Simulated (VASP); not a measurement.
Na, 2 atoms in the cell. The structure is cubic, space group Fd-3m (No. 227). The conventional cell has a = 7.481 Å, b = 7.481 Å, c = 7.481 Å, α = 90.00°, β = 90.00°, γ = 90.00°. Na (site symmetry -43m) has 4 Na at 3.24 Å within 4.3 Å. 

```yaml
Program: VASP 6.6.1
Task: single point
Functional: PBEsol
Potentials_or_basis: VASP PAW PBE potentials, release 64 (Na_pv)
Cutoff: 520 eV
k_mesh: 9 × 9 × 9
Occupations: fermi-dirac, width 0.08 eV
Spin: no spin polarisation
Dipole_correction: no
Further_INCAR_settings: ALGO = Normal; EDIFF = 1e-06; NBANDS = 14
```

Potentials or basis: VASP PAW PBE potentials, release 64 (Na_pv).

Run with:

```bash
$ cat potpaw_PBE.64/Na_pv/POTCAR > POTCAR
$ mpirun -np 1 vasp_std > vasp.out
```

Hardware: 1 thread of Intel(R) Xeon(R) Platinum 8375C CPU @ 2.90GHz (Ice Lake), on a shared host.

Estimate the wall time of this run.

It took 26 s on 1 thread of Intel(R) Xeon(R) Platinum 8375C CPU @ 2.90GHz (Ice Lake), with other jobs on the host, peak memory 0.23 GiB. Counts: scf iterations 10, k points 35.
